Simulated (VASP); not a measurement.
Here is a VASP 6.6.1 calculation.

The input INCAR:

```
ALGO     = Normal         # electronic algorithm
EDIFF    = 1E-6           # SCF threshold, eV
ENCUT    = 600            # plane-wave cutoff, eV
GGA      = PE             # functional
GGA_COMPAT= False        
ISIF     = 2              # what is computed and relaxed
ISMEAR   = -1             # smearing method
ISPIN    = 2              # spin polarisation
LASPH    = True           # aspherical terms in the spheres
LCHARG   = False          # write CHGCAR
LMAXMIX  = 4              # l up to which the mixer works
LORBIT   = 11             # projections on sites
LREAL    = False          # projectors in reciprocal space
LWAVE    = False          # write WAVECAR
MAGMOM   = 0.8 -0.8       # initial moments
NBANDS   = 21             # bands
NELM     = 200            # most SCF steps
PREC     = Accurate       # precision mode
SIGMA    = 0.1            # smearing width, eV
```

The input KPOINTS:

```
k-points
0
Gamma
  4 4 2
```

Contents of POSCAR:

```
Ni
1.0
    2.5331356909      0.0000000000      0.0000000000
   -1.2665678454      2.1937598595      0.0000000000
    0.0000000000      0.0000000000      4.0530171054
Ni
2
Direct
    0.3333333333      0.6666666667      0.2500000000
    0.6666666667      0.3333333333      0.7500000000
```

Potentials or basis: VASP PAW PBE potentials, release 64 (Ni).

Run with:

```bash
$ cat potpaw_PBE.64/Ni/POTCAR > POTCAR
$ mpirun -np 1 vasp_std > vasp.out
```

Question: Predict the pressure.

Answer: -4.9 GPa.

Question: Estimate the site moments.

Answer: Ni +0.18, -0.18 μB.

Question: What does it give for the band gap on the k mesh?

Answer: Zero (filled and empty bands overlap).

Question: Predict the net moment.

Answer: 0.00 μB per cell.

Stress tensor (GPa, compression positive):
```
-8.13  0.00  0.00
 0.00 -8.13  0.00
 0.00  0.00  1.59
```

Caveat: the k points lie up to 0.78 Å⁻¹ apart.
